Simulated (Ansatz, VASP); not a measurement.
# One calculation of GaB2, two programs

```xyz
6
Lattice="3.0701 0.0000 0.0000 -1.5350 2.6588 0.0000 0.0000 0.0000 7.7937" Properties=species:S:1:pos:R:3 pbc="T T T"
Ga    0.0000    1.7725    1.9484
Ga    1.5350    0.8863    5.8453
B     0.0000    1.7725    4.0074
B     1.5350    0.8863    0.1105
B     0.0000    1.7725    7.6832
B     1.5350    0.8863    3.7863
```

Alike in both runs: functional PBE; k mesh 6 × 6 × 2; occupations gaussian, width 0.1 eV; no spin polarisation.

Ansatz relaxed the structure, and its values are those at the end. VASP's run is a single point on that final structure, the one shown.

|  | VASP | Ansatz |
| --- | --- | --- |
| version | VASP 6.6.1 | Ansatz 0.2.0 |
| potentials or method | VASP PAW PBE potentials, release 64 (Ga_d, B), cutoff 520 eV | scalar-relativistic, plane waves, PAW |
| valence electrons in the cell | 38 | 38 |

```tsv
	VASP	Ansatz	Ansatz less VASP
gap on the k mesh at the Fermi level (eV)	none	none	-
pressure (GPa)	0.1	0.0	-0.11
rms of the force components (eV/Å)	0.010	0.007	-0.0021
```

A gap of «none» marks a metal or a gap that the smearing closes.

The k mesh is coarse, so the values compare programs but aren't converged.
